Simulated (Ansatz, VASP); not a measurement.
Given: the input of a run of Ansatz 0.2.0 on K.

Contents of input.yaml:

```yaml
crystal:
  lattice:
    - [-2.1782660774, 2.1782660774, 7.9371266709]
    - [2.1782660774, -2.1782660774, 7.9371266709]
    - [2.1782660774, 2.1782660774, -7.9371266709]
  atoms:
    - { symbol: K, position: [0.5, 0.5, 0.0] }
    - { symbol: K, position: [0.25, 0.75, 0.5] }
hamiltonian:
  xc: pbe
  pseudopotentials: { kind: paw }
kpoints:
  mp_grid: { grid: [9, 9, 9] }
scf:
  occupations: { method: fermi_dirac, width: 0.05 }
output:
  forces: true
  stress: true
  eigenvalues: true
```

Potentials or basis: Ansatz PAW.

Command:

```bash
$ ansatz run input.yaml --threads 2 --pin off --max-ram 5120MiB --backend cpu --events-out ev --progress --plain --runs-dir out
```

Task: Translate it to VASP 6.6.1. Potentials there: VASP PAW PBE potentials, release 64 (K_sv).

Result: As run (the cutoff follows the program's own potentials):

File INCAR:

```
ALGO     = Fast           # electronic algorithm
EDIFF    = 1E-6           # SCF threshold, eV
ENCUT    = 520            # plane-wave cutoff, eV
GGA      = PE             # functional
ISIF     = 2              # what is computed and relaxed
ISMEAR   = -1             # smearing method
LASPH    = T              # aspherical terms in the spheres
LCHARG   = F              # write CHGCAR
LREAL    = F              # projectors in reciprocal space
LWAVE    = F              # write WAVECAR
NBANDS   = 16             # bands
NELM     = 80             # most SCF steps
PREC     = Accurate       # precision mode
SIGMA    = 0.05           # smearing width, eV
```

KPOINTS

```
k-points
0
Gamma
  9 9 9
```

File POSCAR:

```
K
1.0
   -2.1782660774      2.1782660774      7.9371266709
    2.1782660774     -2.1782660774      7.9371266709
    2.1782660774      2.1782660774     -7.9371266709
K
2
Direct
    0.5000000000      0.5000000000      0.0000000000
    0.2500000000      0.7500000000      0.5000000000
```

Potentials or basis: VASP PAW PBE potentials, release 64 (K_sv).

Command:

```bash
$ cat potpaw_PBE.64/K_sv/POTCAR > POTCAR
$ mpirun -np 1 vasp_std > vasp.out
```

Both were run:

|  | VASP | Ansatz | Ansatz less VASP |
| --- | --- | --- | --- |
| gap on the k mesh at the Fermi level (eV) | none | none | - |
| pressure (GPa) | 0.1 | 0.1 | +0.01 |
| traceless stress, the component that is largest in VASP (GPa) | -0.05 | -0.05 | 0.000 |

A gap of «none» marks a metal or a gap that the smearing closes. The functional is the same, so the differences come from potentials, cutoffs and numerics.
